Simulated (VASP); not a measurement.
Ir, 1 atom in the cell. The structure is cubic, space group Fm-3m (No. 225). Conventional cell: a = 3.831 Å, b = 3.831 Å, c = 3.831 Å, α = 90.00°, β = 90.00°, γ = 90.00°. Ir (site symmetry m-3m) has 12 Ir at 2.71 Å within 3.6 Å. 

```yaml
Program: VASP 6.6.1
Task: relaxation of cell and atoms
Functional: r2SCAN
Potentials_or_basis: VASP PAW PBE potentials, release 64 (Ir)
Cutoff: 600 eV
k_mesh: 12 × 12 × 12
Occupations: fermi-dirac, width 0.05 eV
Spin: no spin polarisation
Dipole_correction: no
Further_INCAR_settings: ALGO = Normal; EDIFF = 1e-06; IBRION = 2; EDIFFG = -0.01; NSW = 60; ISIF = 3
```

Potentials or basis: VASP PAW PBE potentials, release 64 (Ir).

The run is started by

```sh
$ cat potpaw_PBE.64/Ir/POTCAR > POTCAR
$ cp INCAR.step1 INCAR
$ mpirun -np 1 vasp_std > vasp.out
$ cp INCAR.step2 INCAR
$ mpirun -np 1 vasp_std > vasp.out
```

Hardware: 1 thread of Intel(R) Xeon(R) 6975P-C (Granite Rapids), with other jobs on the host.

Problem. How long does it take, and how much memory?

Solution. Wall time 44 s on 1 thread of Intel(R) Xeon(R) 6975P-C (Granite Rapids), with other jobs on the host, peak memory 0.16 GiB. Counts: k points 72, ion steps 4.
